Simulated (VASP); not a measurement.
## Be27HS: single point with PBE+D3(BJ)

Slab: Be27HS, a slab with vacuum.

```xyz
29
Lattice="6.8700 0.0000 0.0000 3.4350 5.9496 0.0000 0.0000 0.0000 16.5884" Properties=species:S:1:pos:R:3 pbc="T T T"
Be    0.0000    0.0000    1.0000
Be    2.2900    0.0000    1.0000
Be    4.5800    0.0000    1.0000
Be    1.1450    1.9832    1.0000
Be    3.4350    1.9832    1.0000
Be    5.7250    1.9832    1.0000
Be    2.2900    3.9664    1.0000
Be    4.5800    3.9664    1.0000
Be    6.8700    3.9664    1.0000
Be   -0.0887    1.2461    2.8482
Be    2.3786    1.2461    2.8482
Be    4.5799    1.4403    2.7939
Be    1.1451    3.4245    2.7618
Be    3.3232    3.2486    2.8069
Be    5.8368    3.2487    2.8069
Be    2.4146    5.2174    2.8391
Be    4.5801    5.3946    2.7738
Be    6.7456    5.2174    2.8389
Be   -0.0819    0.0212    4.7064
Be    2.3714    0.0209    4.7057
Be    4.5799    0.0141    4.5196
Be    1.1449    2.0475    4.5157
Be    3.4513    1.9953    4.6270
Be    5.7084    1.9957    4.6268
Be    2.2327    3.9312    4.5872
Be    4.5801    3.9128    4.5134
Be    6.9274    3.9312    4.5870
S     4.5803    5.5235    6.3351
H     4.5807    4.1362    6.4634
```

```yaml
Program: VASP 6.6.1
Task: single point
Functional: PBE
Dispersion: D3(BJ)
Potentials_or_basis: VASP PAW PBE potentials, release 64 (Be, S, H)
Cutoff: 520 eV
k_mesh: 3 × 3 × 1
Occupations: gaussian, width 0.15 eV
Spin: no spin polarisation
Dipole_correction: no
Further_INCAR_settings: LREAL = Auto; ALGO = Normal; EDIFF = 1e-06; NBANDS = 50
```

```json
{"Largest force": "0.255 eV/Å", "Dispersion energy per atom": "-0.221 eV"}
```

Forces on the atoms (eV/Å):
```
Be  -0.091  0.078  0.026
Be   0.091  0.079  0.025
Be   0.000 -0.108  0.084
Be   0.000 -0.229  0.110
Be  -0.153  0.000 -0.148
Be   0.153  0.000 -0.149
Be   0.212  0.125 -0.066
Be   0.000 -0.071  0.127
Be  -0.212  0.125 -0.066
Be   0.000  0.002  0.001
Be  -0.001  0.003  0.001
Be   0.000 -0.002  0.001
Be   0.000 -0.004 -0.003
Be   0.005  0.001 -0.001
Be  -0.005  0.001 -0.001
Be  -0.003  0.004 -0.001
Be  -0.001 -0.004  0.003
Be   0.003  0.004 -0.001
Be   0.004 -0.002  0.001
Be  -0.002  0.000  0.003
Be   0.000  0.002  0.002
Be   0.000 -0.008 -0.007
Be  -0.005 -0.001  0.011
Be   0.006 -0.004  0.012
Be   0.001 -0.002  0.010
Be  -0.001  0.021  0.009
Be  -0.001 -0.002  0.011
S    0.000 -0.072  0.015
H   -0.001  0.064 -0.010
```

Levels at points of the mesh, in eV from the Fermi level:
| k point | band 28 | band 29 | band 30 | band 31 | band 32 | band 33 |
| --- | --- | --- | --- | --- | --- | --- |
| (0.00, 0.00, 0.00) | -0.53 | -0.06 | 0.48 | 0.50 | 0.71 | 0.81 |

It took 7.6 min on 1 thread of Intel(R) Xeon(R) Platinum 8375C CPU @ 2.90GHz (Ice Lake), with other jobs on the host, peak memory 0.75 GiB.
